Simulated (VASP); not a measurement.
Runs of VASP 6.6.1 on Hf. The structure is that of space group Fm-3m (No. 225), or close to it. The cells are those of the table. This isn't the form of Hf at room conditions, which is hcp.

```csv
level,spin,cell,k mesh,cutoff (eV),smearing,grid for exact exchange (PRECFOCK),share of exact exchange,gap on the mesh (eV),pressure (GPa),moment (μB)
revPBE+D3(BJ),off,"a = 3.138 Å, angles 60.0°, 1 atom",10 × 10 × 10,520,fermi-dirac 0.1 eV,-,-,none,-0.9,-
PBE0,off,"a = 3.009 Å, angles 60.0°, 1 atom",7 × 7 × 7,520,fermi-dirac 0.01 eV,Normal,0.25,none,20.6,-
revPBE+D3(BJ),"non-collinear, typed start, SOC","a = 3.140 Å, angles 60.0°, 1 atom",10 × 10 × 10,520,methfessel-paxton 0.01 eV,-,-,-,-1.9,0.02
SVWN5,collinear,"a = 3.091, b = 3.156, c = 3.120 Å, angles 60.2, 60.9, 61.2°, 1 atom",10 × 10 × 10,500,fermi-dirac 0.1 eV,-,-,none,-5.9,(b)
revPBE+D3(BJ),off,"a = 3.202 Å, angles 60.0°, 1 atom",10 × 10 × 10,520,fermi-dirac 0.1 eV,-,-,none,-6.6,-
RPBE,off,"a = 3.140 Å, angles 60.0°, 1 atom",10 × 10 × 10,520,fermi-dirac 0.1 eV,-,-,none,5.8,-
revPBE+D3(BJ),off,"a = 3.160 Å, angles 60.0°, 1 atom",10 × 10 × 10,520,fermi-dirac 0.1 eV,-,-,none,(a),-
PBE,off,"a = 3.140 Å, angles 60.0°, 1 atom",6 × 6 × 6,500,fermi-dirac 0.03 eV,-,-,none,(c),-
```

Question: Fill in the values left out.

Answer: (a) -3.0; (b) 0.03; (c) 2.4.

Caveats: some runs use coarse meshes; the PAW data sets were made with another functional, which shifts forces and pressure a little (at least some runs); spin-orbit coupling is left out, which moves the levels of the heavy elements (at least some runs); three body term missing (at least some runs); the cell stands under tension (at least some runs); the cell stands under pressure (at least some runs).

A k mesh can miss the band edges, and rows without SOC leave out spin-orbit coupling on Hf.

A gap of «none» marks levels without a gap at the run's occupations.
